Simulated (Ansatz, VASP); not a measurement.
# One calculation of TaN, two programs

File INCAR:

```
PREC = Accurate
ENCUT = 520
EDIFF = 1E-6
ISMEAR = 0
SIGMA = 0.15
LREAL = F
LASPH = T
NELM = 80
ALGO = Normal
ISIF = 2
LWAVE = F
LCHARG = F
NBANDS = 15
```

Contents of KPOINTS:

```
regular mesh
0
Gamma
  18 18 18
```

POSCAR

```
TaN
1.0
    0.0000000000      2.1742693740      2.1742693740
    2.1742693740      0.0000000000      2.1742693740
    2.1742693740      2.1742693740      0.0000000000
Ta N
1 1
Direct
    0.5000000000      0.5052335408      0.5000000000
    0.0000000000     -0.0676089181      0.0000000000
```

Input for Ansatz:

```yaml
crystal:
  lattice:
    - [0.0, 2.174269374, 2.174269374]
    - [2.174269374, 0.0, 2.174269374]
    - [2.174269374, 2.174269374, 0.0]
  atoms:
    - { symbol: Ta, position: [0.5, 0.5052335408, 0.5] }
    - { symbol: "N", position: [0.0, -0.0676089181, 0.0] }
basis:
  ecutwfc: 520.0
kpoints:
  mp_grid: { grid: [18, 18, 18] }
hamiltonian:
  xc: lda
scf:
  occupations: { method: gaussian, width: 0.15 }
output:
  forces: true
  stress: true
  eigenvalues: true
```

Change from the starting cell: mode 4 frozen in at -0.147 Å and mode 6 at -0.147 Å (largest displacements).

Alike in both runs: task single point; functional LDA; k mesh 18 × 18 × 18; occupations gaussian, width 0.15 eV; no spin polarisation.

```csv
,VASP,Ansatz
version,VASP 6.6.1,Ansatz 0.2.0
potentials or method,"VASP PAW LDA potentials, release 64 (Ta_pv, N), cutoff 520 eV","scalar-relativistic, plane waves, PAW"
valence electrons in the cell,16,18
```

|  | VASP | Ansatz | Ansatz less VASP |
| --- | --- | --- | --- |
| gap on the k mesh at the Fermi level (eV) | none | none | - |
| pressure (GPa) | 11.3 | 9.1 | -2.18 |
| traceless stress, the component that is largest in VASP (GPa) | -9.40 | -9.23 | +0.177 |
| rms of the force components (eV/Å) | 1.393 | 1.364 | -0.0292 |

LDA's correlation is that of Perdew and Zunger in VASP and of Perdew and Wang (1992) in Ansatz. Atom by atom the forces differ by 0.029 eV/Å (rms over components). A gap of «none» marks a metal or a gap that the smearing closes. VASP's potentials hold 16 valence electrons a cell and Ansatz's 18, so a difference there can come from the potentials and not from the codes.

Neither program's run includes spin-orbit coupling.
